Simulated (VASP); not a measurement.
# NaH (Fm-3m) in VASP: single point with PBEsol

Aim: the single point of NaH with PBEsol.

Program: VASP 6.6.1. These are calculated values, not measurements. Logs are shortened: lines on timing, memory, paths and dates and some standing lists are left out, and cuts for length are marked.

### 1 The cell of the first run

It takes space group Fm-3m (No. 225, cubic). Conventional cell: a = 4.791 Å, b = 4.791 Å, c = 4.791 Å, α = 90.00°, β = 90.00°, γ = 90.00°. Within 3.2 Å of Na (site symmetry m-3m) lie 6 H at 2.40 Å. H (site symmetry m-3m) has 6 Na at 2.40 Å within 3.2 Å.

### 2 Single point, PBEsol

Contents of INCAR:

```
PREC = Accurate
ENCUT = 520
EDIFF = 1E-6
ISMEAR = -1
SIGMA = 0.05
LREAL = False
LASPH = True
NELM = 80
ALGO = Normal
ISIF = 2
LWAVE = False
LCHARG = True
GGA = PS
LELF = True
LVHAR = True
NBANDS = 11
```

Contents of KPOINTS:

```
regular mesh
0
Gamma
  12 12 12
```

Contents of POSCAR:

```
NaH
1.0
    0.0000000000      2.3956768556      2.3956768556
    2.3956768556      0.0000000000      2.3956768556
    2.3956768556      2.3956768556      0.0000000000
Na H
1 1
Direct
    0.0000000000      0.0000000000      0.0000000000
    0.5000000000      0.5000000000      0.5000000000
```

Potentials or basis: VASP PAW PBE potentials, release 64 (Na_pv, H).

Command:

```console
$ cat potpaw_PBE.64/Na_pv/POTCAR potpaw_PBE.64/H/POTCAR > POTCAR
$ mpirun -np 1 vasp_std > vasp.out
```

OUTCAR:

```text
PREC = Accurate
   ENCUT = 520
   EDIFF = 1E-6
   ISMEAR = -1
   LREAL = False
   LASPH = True
   NELM = 80
   ISIF = 2
   GGA = PS

 ion  position               nearest neighbor table
   1  0.000  0.000  0.000-
   2  0.500  0.500  0.500-

  LATTYP: Found a face centered cubic cell.
 ALAT       =     4.7913537112

  Lattice vectors:

 A1 = (   0.0000000000,   2.3956768556,   2.3956768556)
 A2 = (   2.3956768556,   0.0000000000,   2.3956768556)
 A3 = (   2.3956768556,   2.3956768556,   0.0000000000)

Analysis of symmetry for initial positions (statically):
=====================================================================
 Subroutine PRICEL returns:
 Original cell was already a primitive cell.

 Routine SETGRP: Setting up the symmetry group for a
 face centered cubic supercell.

 Subroutine GETGRP returns: Found 48 space group operations
 (whereof 48 operations were pure point group operations)
 out of a pool of 48 trial point group operations.

The static configuration has the point symmetry O_h .

Analysis of symmetry for dynamics (positions and initial velocities):
=====================================================================
 Subroutine PRICEL returns:
 Original cell was already a primitive cell.

 Routine SETGRP: Setting up the symmetry group for a
 face centered cubic supercell.

 Subroutine GETGRP returns: Found 48 space group operations
 (whereof 48 operations were pure point group operations)
 out of a pool of 48 trial point group operations.

The dynamic configuration has the point symmetry O_h .

 Subroutine INISYM returns: Found 48 space group operations
 (whereof 48 operations are pure point group operations),
 and found     1 'primitive' translations

----------------------------------------------------------------------------------------

                                     Primitive cell

  volume of cell :      27.4989

  direct lattice vectors                    reciprocal lattice vectors
     0.000000000  2.395676856  2.395676856    -0.208709283  0.208709283  0.208709283
     2.395676856  0.000000000  2.395676856     0.208709283 -0.208709283  0.208709283
     2.395676856  2.395676856  0.000000000     0.208709283  0.208709283 -0.208709283

  length of vectors
     3.387998700  3.387998700  3.387998700     0.361495083  0.361495083  0.361495083

  position of ions in fractional coordinates (direct lattice)
     0.000000000  0.000000000  0.000000000
     0.500000000  0.500000000  0.500000000

  ion indices of the primitive-cell ions
   primitive index   ion index
                 1           1
                 2           2

----------------------------------------------------------------------------------------

 KPOINTS: regular mesh

Automatic generation of k-mesh.
 Grid dimensions read from file:
 generate k-points for:   12   12   12

 Generating k-lattice:

  Cartesian coordinates                     Fractional coordinates (reciprocal lattice)
    -0.017392440  0.017392440  0.017392440     0.083333333  0.000000000  0.000000000
     0.017392440 -0.017392440  0.017392440     0.000000000  0.083333333  0.000000000
     0.017392440  0.017392440 -0.017392440     0.000000000  0.000000000  0.083333333

  Length of vectors
     0.030124590  0.030124590  0.030124590

  Shift w.r.t. Gamma in fractional coordinates (k-lattice)
     0.000000000  0.000000000  0.000000000

 Subroutine IBZKPT returns following result:
 ===========================================

 Found     72 irreducible k-points:

 Following reciprocal coordinates:
            Coordinates               Weight
  0.000000  0.000000  0.000000      1.000000
  0.083333  0.000000  0.000000      8.000000
  0.166667  0.000000  0.000000      8.000000
  0.250000  0.000000  0.000000      8.000000
  0.333333  0.000000  0.000000      8.000000
  0.416667  0.000000  0.000000      8.000000
[... 16 lines left out ...]
  0.500000  0.166667  0.000000     24.000000
 -0.416667  0.166667  0.000000     24.000000
 [... further k-points ...]
   k-points           NKPTS =     72   k-points in BZ     NKDIM =     72   number of bands    NBANDS=     11
   number of dos      NEDOS =    301   number of ions     NIONS =      2
   total plane-waves  NPLWV =  21952
   dimension x,y,z NGX =    28 NGY =   28 NGZ =   28
   dimension x,y,z NGXF=    56 NGYF=   56 NGZF=   56
   ions per type =               1   1
   NGX,Y,Z   is equivalent  to a cutoff of  13.74, 13.74, 13.74 a.u.
   NGXF,Y,Z  is equivalent  to a cutoff of  27.48, 27.48, 27.48 a.u.
 SYSTEM =  unknown system
   PREC   = accura    normal or accurate (medium, high low for compatibility)
   ISTART =      0    job   : 0-new  1-cont  2-samecut
   ICHARG =      2    charge: 1-file 2-atom 10-const
   ISPIN  =      1    spin polarized calculation?
   LNONCOLLINEAR =      F non collinear calculations
   LSORBIT =      F    spin-orbit coupling
   LASPH  =      T    aspherical Exc in radial PAW
   ENCUT  =  520.0 eV  38.22 Ry    6.18 a.u.   6.30  6.30  6.30*2*pi/ulx,y,z
   NELM   =     80;   NELMIN=  2; NELMDL= -5     # of ELM steps
   EDIFF  = 0.1E-05   stopping-criterion for ELM
   LREAL  =      F    real-space projection
   EDIFFG = 0.1E-04   stopping-criterion for IOM
   NSW    =      0    number of steps for IOM
   IBRION =     -1    ionic relax: 0-MD 1-quasi-New 2-CG
   NFREE  =      0    steps in history (QN), initial steepest desc. (CG)
   ISIF   =      2    stress and relaxation
   ISYM   =      2    0-nonsym 1-usesym 2-fastsym
   POTIM  = 0.5000    time-step for ionic-motion
   TEBEG  =    0.0;   TEEND  =   0.0 temperature during run
   PSTRESS=    0.0 pullay stress
   NELECT =       8.0000    total number of electrons
   NUPDOWN=      -1.0000    fix difference up-down
   EMIN   =  10.00;   EMAX   =-10.00  energy-range for DOS
   EFERMI =   0.00;   METHOD = LEGACY
   ISMEAR =    -1;   SIGMA  =   0.05  broadening in eV -4-tet -1-fermi 0-gaus
   EFERMI_NEDOS =   21; number of points for ismear=-14 and -15
   IALGO  =     38    algorithm
   IMIX   =      4    mixing-type and parameters
     AMIX     =   0.40;   BMIX     =  1.00
     AMIX_MAG =   1.60;   BMIX_MAG =  1.00
  volume/ion in A,a.u.               =      13.75        92.79
  Fermi-wavevector in a.u.,A,eV,Ry     =   1.084759  2.049897 16.010004  1.176702
  Thomas-Fermi vector in A             =   2.220857
   LORBIT       =      0    0 simple, 1 ext, 2 COOP (PROOUT), +10 PAW based schemes
   GGA     = PS    functional components
   LHFCALC =     F    Hartree Fock is set to
   AEXX    =    0.0000 exact exchange contribution
   IVDW    =     0    specifies the selected vdW correction
   LEPSILON=     F    determine dielectric tensor
   LRPA    =     F    only Hartree local field effects (RPA)
 non-spin polarized calculation
  energy-cutoff  :      520.00
  volume of cell :       27.50
 maximum number of plane-waves:       754
 NGX is ok and might be reduce to    28
   NGX = 13   NGY = 13   NGZ = 13

 number of electron       7.9999992 magnetization

 Free energy of the ion-electron system (eV)
  ---------------------------------------------------
  ext. energy  EPLUGINS =         0.00000000
  ---------------------------------------------------
  free energy    TOTEN  =        -5.08590979 eV

  energy without entropy =       -5.08590979  energy(sigma->0) =       -5.08590979

 E-fermi :   0.0062     XC(G=0):  -7.9780

 val. band max:       -1.0112504609   @ k =  -0.2500   0.5000   0.2500
 cond. band min:       2.5931163194   @ k =   0.5000   0.0000   0.0000
 fundamental gap:      3.6043667803
 Fermi energy:         0.0061927405

 k-point     1 :       0.0000    0.0000    0.0000
  band No.  band energies     occupation
      1     -22.9668      2.00000
      2     -22.9668      2.00000
      3     -22.9668      2.00000
      4      -4.8092      2.00000
      5       9.6300      0.00000
      6      14.5762      0.00000
      7      14.5762      0.00000
      8      14.5762      0.00000
      9      15.5879      0.00000
     10      15.5879      0.00000
     11      15.5879      0.00000

 k-point     2 :       0.0833    0.0000    0.0000
  band No.  band energies     occupation
      1     -22.9740      2.00000
      2     -22.9677      2.00000
      3     -22.9677      2.00000
      4      -4.6852      2.00000
      5       9.2123      0.00000
      6      12.7985      0.00000
      7      14.1190      0.00000
      8      14.1190      0.00000
      9      16.1431      0.00000
     10      16.1431      0.00000
     11      16.2643      0.00000

 k-point     3 :       0.1667    0.0000    0.0000
  band No.  band energies     occupation
      1     -22.9936      2.00000
      2     -22.9700      2.00000
      3     -22.9700      2.00000
      4      -4.3205      2.00000
      5       7.9575      0.00000
      6      11.3180      0.00000
      7      13.5048      0.00000
      8      13.5048      0.00000
      9      16.7551      0.00000
     10      16.7551      0.00000
     11      17.0716      0.00000

 k-point     4 :       0.2500    0.0000    0.0000
  band No.  band energies     occupation
      1     -23.0200      2.00000
      2     -22.9731      2.00000
      3     -22.9731      2.00000
      4      -3.7419      2.00000
      5       6.2184      0.00000
      6      10.5250      0.00000
      7      13.0092      0.00000
      8      13.0092      0.00000
      9      16.4966      0.00000
     10      16.4966      0.00000
     11      17.8923      0.00000
[... 239 lines left out ...]
 k-point    22 :       0.4167    0.1667    0.0000
  band No.  band energies     occupation
      1     -23.0492      2.00000
      2     -22.9889      2.00000
      3     -22.9852      2.00000
      4      -2.4295      2.00000
      5       4.2879      0.00000
      6       8.1120      0.00000
      7      11.0990      0.00000
      8      12.7186      0.00000
      9      15.6370      0.00000
     10      18.2337      0.00000
     11      18.2837      0.00000

 k-point    23 :       0.5000    0.1667    0.0000
  band No.  band energies     occupation
      1     -23.0604      2.00000
      2     -22.9942      2.00000
      3     -22.9851      2.00000
      4      -1.8272      2.00000
      5       3.2896      0.00000
      6       7.6557      0.00000
      7      11.2197      0.00000
      8      12.4985      0.00000
      9      15.9163      0.00000
     10      17.5937      0.00000
     11      19.7233      0.00000

 k-point    24 :      -0.4167    0.1667    0.0000
  band No.  band energies     occupation
      1     -23.0614      2.00000
      2     -22.9975      2.00000
      3     -22.9830      2.00000
      4      -1.7173      2.00000
      5       3.1352      0.00000
      6       7.4066      0.00000
      7      11.5539      0.00000
      8      12.5104      0.00000
      9      16.0683      0.00000
     10      17.1357      0.00000
     11      20.8507      0.00000

 [... further k-points ...]
[... 5 lines left out ...]
  --------------------------------------------------------------------------------------
  -------------------------------------------------------------------------------------
  Total       -0.0028458     -0.0028458     -0.0028458      0.0000000      0.0000000     -0.0000000
  in kB       -0.1658032     -0.1658032     -0.1658032      0.0000000      0.0000000     -0.0000000
  external PRESSURE =      -0.1658032 kB  Pullay stress =       0.0000000 kB

 VOLUME and BASIS-vectors are now :
 -----------------------------------------------------------------------------
  energy-cutoff  :      520.00
  volume of cell :       27.50
      direct lattice vectors                 reciprocal lattice vectors
     0.000000000  2.395676856  2.395676856    -0.208709283  0.208709283  0.208709283
     2.395676856  0.000000000  2.395676856     0.208709283 -0.208709283  0.208709283
     2.395676856  2.395676856  0.000000000     0.208709283  0.208709283 -0.208709283

 POSITION                                       TOTAL-FORCE (eV/Angst)
 -----------------------------------------------------------------------------------
      0.00000      0.00000      0.00000         0.000000     -0.000000      0.000000
      2.39568      2.39568      2.39568        -0.000000      0.000000      0.000000
 -----------------------------------------------------------------------------------
    total drift:                               -0.000000      0.000000      0.000000

  FREE ENERGIE OF THE ION-ELECTRON SYSTEM (eV)
  ---------------------------------------------------
  free  energy   TOTEN  =        -5.0859097858 eV

  energy  without entropy=       -5.0859097858  energy(sigma->0) =       -5.08590979
```

It took 22 s on 1 thread of AMD EPYC 7R13 (Zen 3), shared host; peak memory 0.13 GiB.

Results:

```
Free energy            : -5.0859 eV
Pressure               : 0.0 GPa
Band gap on the k mesh : 3.60 eV, indirect (least direct gap 4.51 eV)
```

Caveat: the PAW data sets were made with another functional, which shifts forces and pressure a little.
